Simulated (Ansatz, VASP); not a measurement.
**EuO: VASP beside Ansatz**

INCAR

```
PREC = Accurate
ENCUT = 600
EDIFF = 1E-6
ISMEAR = 0
SIGMA = 0.05
LREAL = F
LASPH = T
NELM = 200
ALGO = Normal
ISIF = 2
LWAVE = F
LCHARG = F
ISPIN = 2
MAGMOM = 7.42 -0.09
LORBIT = 11
LMAXMIX = 6
LDAU = T
LDAUTYPE = 2
LDAUL = 3 -1
LDAUU = 6 0
LDAUJ = 0 0
LDAUPRINT = 1
GGA = PE
IVDW = 12
NBANDS = 22
GGA_COMPAT = F
```

KPOINTS

```
Automatic mesh
0
Gamma
  8 8 8
```

POSCAR

```
EuO
1.0
    0.0000000000      2.5636236047      2.5636236047
    2.5636236047      0.0000000000      2.5636236047
    2.5636236047      2.5636236047      0.0000000000
Eu O
1 1
Direct
    0.5000000000      0.5000000000      0.5000000000
    0.0000000000      0.0000000000      0.0000000000
```

Input for Ansatz:

```yaml
crystal:
  lattice:
    - [0.0, 2.5636236047, 2.5636236047]
    - [2.5636236047, 0.0, 2.5636236047]
    - [2.5636236047, 2.5636236047, 0.0]
  atoms:
    - { symbol: Eu, position: [0.5, 0.5, 0.5], spin: 7.43 }
    - { symbol: O, position: [0.0, 0.0, 0.0] }
basis:
  ecutwfc: 420
  ecutrho_ratio: 4
kpoints:
  mp_grid: { grid: [8, 8, 8] }
hamiltonian:
  xc: pbe
  dispersion: d3bj
  hubbard:
    sites:
      - { species: Eu, l: f, u_eff: 6.0, starting_ns: start.occupation_matrices }
    ns_hold: { iters: 6 }
scf:
  occupations: { method: gaussian, width: 0.05 }
  lower_state_search: "off"
output:
  forces: true
  stress: true
  eigenvalues: true
  populations: true
  hubbard: { sites: [{ species: Eu, l: f }] }
magnetization:
  spin_polarized: true
```

Alike in both runs: task single point; functional PBE; dispersion D3(BJ); k mesh 8 × 8 × 8; occupations gaussian, width 0.05 eV; collinear spin; Hubbard terms Eu f U = 6.0 eV.

|  | VASP | Ansatz |
| --- | --- | --- |
| version | VASP 6.6.1 | Ansatz 0.2.0 |
| potentials or method | VASP PAW PBE potentials, release 64 (Eu, O), cutoff 600 eV | scalar-relativistic, plane waves, PAW |
| valence electrons in the cell | 23 | 23 |

|  | VASP | Ansatz | Ansatz less VASP |
| --- | --- | --- | --- |
| pressure (GPa) | -0.6 | 0.0 | +0.59 |
| net moment per atom (μB) | 3.50 | 3.50 | 0.000 |
| size of the moment on the site where the two differ most (μB) | 6.72 | 6.75 | +0.024 |

Site moments also hang on the region over which each program counts them. The programs project onto different local orbitals, so the same U acts differently, and such runs can settle in different states.

Neither program's run includes spin-orbit coupling.
